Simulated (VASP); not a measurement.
Wanted: the native input for a VASP 6.6.1 run.

```yaml
Task: single point
Functional: PBEsol
Potentials_or_basis: VASP PAW PBE potentials, release 64 (Cu, Si)
Cutoff: 520 eV
k_mesh: 3 × 3 × 3
Occupations: gaussian, width 0.05 eV
Spin: collinear spin, zero start
Starting_moments: "[0.0, 0.0, 0.0, 0.0, 0.0, 0.0, 0.0, 0.0, 0.0, 0.0, 0.0, 0.0, 0.0, 0.0, 0.0, 0.0] μB"
Dipole_correction: no
Further_INCAR_settings: LREAL = Auto; ALGO = Normal; EDIFF = 1e-06; NBANDS = 54
```

The structure of CuSi15 lies in POSCAR:

```
CuSi15
1.0
    0.0000000000      5.4370000000      5.4370000000
    5.4370000000      0.0000000000      5.4370000000
    5.4370000000      5.4370000000      0.0000000000
Cu Si
1 15
Direct
    1.0000000000      1.0000000000      0.0000000000
    0.0002682891      0.0002682891      0.4997317109
    0.0002682891      0.4997317109      0.0002682891
    0.0002682891      0.4997317109      0.4997317109
    0.4997317109      0.0002682891      0.0002682891
    0.4997317109      0.0002682891      0.4997317109
    0.4997317109      0.4997317109      0.0002682891
    0.5000000000      0.5000000000      0.5000000000
    0.1235515995      0.1235515995      0.1235515995
    0.1235515995      0.1235515995      0.6293452016
    0.1235515995      0.6293452016      0.1235515995
    0.1249634952      0.6250121683      0.6250121683
    0.6293452016      0.1235515995      0.1235515995
    0.6250121683      0.1249634952      0.6250121683
    0.6250121683      0.6250121683      0.1249634952
    0.6250121683      0.6250121683      0.6250121683
```

These files were run (other wordings do the same):

INCAR

```
SYSTEM = CuSi15
PREC     = Accurate       ! precision mode
ENCUT    = 520            ! plane-wave cutoff, eV
EDIFF    = 1E-6           ! SCF threshold, eV
ISMEAR   = 0              ! smearing method
SIGMA    = 0.05           ! smearing width, eV
LREAL    = Auto         
LASPH    = .TRUE.         ! aspherical terms in the spheres
NELM     = 150            ! most SCF steps
ALGO     = Normal         ! electronic algorithm
ISIF     = 2              ! what is computed and relaxed
LWAVE    = .FALSE.        ! write WAVECAR
LCHARG   = .FALSE.        ! write CHGCAR
ISPIN    = 2              ! spin polarisation
MAGMOM   = 0 0 0 0 0 0 0 0 0 0 0 0 0 0 0 0 ! initial moments
LORBIT   = 11             ! projections on sites
LMAXMIX  = 4              ! l up to which the mixer works
GGA      = PS             ! functional
NBANDS   = 54             ! bands
```

KPOINTS

```
Automatic mesh
0
G
  3 3 3
  0 0 0
```

Potentials or basis: VASP PAW PBE potentials, release 64 (Cu, Si).

The run is started by

```bash
$ cat potpaw_PBE.64/Cu/POTCAR potpaw_PBE.64/Si/POTCAR > POTCAR
$ mpirun -np 1 vasp_std > vasp.out
```

Results of the run:

```json
{"Pressure": "-1.2 GPa", "Largest force": "0.109 eV/Å", "Net moment": "0.00 μB per cell", "Valence electrons inside the program's atomic spheres": "Cu 10.07; Si 1.68, 1.69, 1.66 (each value once)"}
```

Caveat: the PAW data sets were made with another functional, which shifts forces and pressure a little.

Run time: 4.2 min on 1 thread of Intel(R) Xeon(R) 6975P-C (Granite Rapids) (shared host), peak memory 0.68 GiB.
